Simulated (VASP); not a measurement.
The system is Pd.

```
Pd
1.0
     0.00000    1.94650    1.94650
     1.94650    0.00000    1.94650
     1.94650    1.94650    0.00000
Pd
1
Cartesian
  0.0000 0.0000 0.0000
```

Base run:

| Quantity | Value |
| --- | --- |
| Program | VASP 6.6.1 |
| Functional | PBE |
| Dispersion | D4 |
| Potentials or basis | VASP PAW PBE potentials, release 64 (Pd) |
| Cutoff | 520 eV |
| k mesh | 12 × 12 × 12 |
| Occupations | fermi-dirac, width 0.05 eV |
| Spin | no spin polarisation |

Its results: band gap on the k mesh zero (band 5 reaches 10.06 eV, above the bottom of band 6 at 8.48 eV); pressure 1.6 GPa.

Question: The run is repeated on the same cell with these changes: dispersion from D4 to none; occupations from fermi-dirac, width 0.05 eV to gaussian, width 0.016 eV. What comes out?

Answer: Band gap on the k mesh zero (band 5 reaches 10.06 eV, above the bottom of band 6 at 8.48 eV); pressure 6.6 GPa.

Caveats: pairwise dispersion overbinds metals, which lowers pressure and volume (some runs).
